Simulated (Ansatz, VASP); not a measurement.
## One calculation of GaN, two programs

Contents of POSCAR:

```
GaN
1.0
    3.1831025598      0.0000000000      0.0000000000
   -1.5915512799      2.7566476796      0.0000000000
    0.0000000000      0.0000000000      5.1835786652
Ga N
2 2
Direct
    0.3333333333      0.6666666667     -0.0008903619
    0.6666666667      0.3333333333      0.4991096381
    0.3333333333      0.6666666667      0.3758903619
    0.6666666667      0.3333333333      0.8758903619
```

INCAR.step1

```
SYSTEM = GaN
ALGO = Normal
EDIFF = 1E-4
ENCUT = 520
GGA = PE
ISMEAR = 0
LASPH = .True.
LCHARG = .False.
LREAL = .False.
LWAVE = .True.
NBANDS = 26
NELM = 60
PREC = Accurate
SIGMA = 0.01
```

The input INCAR.step2:

```
SYSTEM = GaN
ALGO = Normal
EDIFF = 1E-7
ENCUT = 520
ISIF = 2
ISMEAR = 0
ISTART = 1
LASPH = .True.
LCHARG = .True.
LELF = .True.
LMIXTAU = .True.
LREAL = .False.
LVHAR = .True.
LWAVE = .False.
METAGGA = R2SCAN
NBANDS = 26
NELM = 60
PREC = Accurate
SIGMA = 0.01
```

KPOINTS

```
k-points
0
Gamma
  8 8 4
  0 0 0
```

Input for Ansatz:

```yaml
crystal:
  lattice:
    - [3.18310255981, 0.0, 0.0]
    - [-1.5915512799, 2.75664767965, 0.0]
    - [0.0, 0.0, 5.18357866524]
  atoms:
    - { symbol: Ga, position: [0.333333333333, 0.666666666667, -0.000890361879] }
    - { symbol: Ga, position: [0.666666666667, 0.333333333333, 0.499109638121] }
    - { symbol: "N", position: [0.333333333333, 0.666666666667, 0.375890361879] }
    - { symbol: "N", position: [0.666666666667, 0.333333333333, 0.875890361879] }
kpoints:
  mp_grid: { grid: [8, 8, 4] }
scf:
  occupations: { method: fixed }
hamiltonian:
  xc: r2scan
  pseudopotentials: { kind: paw }
output:
  forces: true
  stress: true
  eigenvalues: true
  eigenstates:
    nscf_kmesh: { grid: [12, 12, 6] }
    de_dk: true
    e_range: [-9, 12.35096406734]
checkpoint:
  write: ck
  write_wavefunctions: false
```

Alike in both runs: task single point; functional r2SCAN; k mesh 8 × 8 × 4; no spin polarisation.

```csv
,VASP,Ansatz
version,VASP 6.6.1,Ansatz 0.2.0
potentials or method,"VASP PAW PBE potentials, release 64 (Ga_d, N)","PAW with Ansatz's default frozen-core files, scalar-relativistic"
plane-wave cutoff (eV),520,500
occupations,"gaussian, width 0.01 eV",fixed
valence electrons in the cell,36,36
```

|  | VASP | Ansatz | Ansatz less VASP |
| --- | --- | --- | --- |
| gap on the k mesh at the Fermi level (eV) | 2.34 | 2.35 | +0.007 |
| pressure (GPa) | 1.1 | 0.0 | -1.09 |
| traceless stress, the component that is largest in VASP (GPa) | -0.09 | -0.01 | +0.085 |
| rms of the force components (eV/Å) | 0.003 | 0.000 | -0.0030 |

VASP's potentials were made for PBE, not for r2SCAN. Atom by atom the forces differ by 0.003 eV/Å (rms over components).
